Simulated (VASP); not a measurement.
Input of a VASP 6.6.1 run:

The input INCAR:

```
SYSTEM = Ru
PREC = Accurate
ENCUT = 520
EDIFF = 1E-6
ISMEAR = -1
SIGMA = 0.08
LREAL = .FALSE.
LASPH = .TRUE.
NELM = 100
ALGO = Normal
ISIF = 2
LWAVE = .FALSE.
LCHARG = .TRUE.
GGA = PE
LELF = .TRUE.
LVHAR = .TRUE.
NBANDS = 13
```

Contents of KPOINTS:

```
regular mesh
0
G
  21 21 21
  0 0 0
```

File POSCAR:

```
Ru
1.0
   -1.2976570125      1.2976570125      1.2976570125
    1.2976570125     -1.2976570125      1.2976570125
    1.2976570125      1.2976570125     -1.2976570125
Ru
1
Direct
    0.0000000000      0.0000000000      0.0000000000
```

Potentials or basis: VASP PAW PBE potentials, release 64 (Ru_pv).

Launch:

```console
$ cat potpaw_PBE.64/Ru_pv/POTCAR > POTCAR
$ mpirun -np 1 vasp_std > vasp.out
```

Q: What does it give for the band gap on the k mesh?

A: Zero (band 7 reaches 26.45 eV, above the bottom of band 8 at 18.92 eV).

Q: Estimate the pressure.

A: 426.1 GPa.
